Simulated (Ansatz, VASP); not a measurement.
# Zn in VASP and in Ansatz

```
Zn
1.0
     0.00000    1.99867    1.99867
     1.99867    0.00000    1.99867
     1.99867    1.99867    0.00000
Zn
1
Direct
  0.00000 0.00000 0.00000
```

Alike in both runs: task single point; functional PBE; k mesh 22 × 22 × 22; occupations gaussian, width 0.15 eV; no spin polarisation.

|  | VASP | Ansatz |
| --- | --- | --- |
| version | VASP 6.6.1 | Ansatz 0.2.0 |
| potentials or method | VASP PAW PBE potentials, release 64 (Zn), cutoff 520 eV | scalar-relativistic, plane waves, PAW |
| valence electrons in the cell | 12 | 12 |

```tsv
	VASP	Ansatz	Ansatz less VASP
gap on the k mesh at the Fermi level (eV)	none	none	-
pressure (GPa)	-2.8	-3.1	-0.33
```

A gap of «none» marks a metal or a gap that the smearing closes.
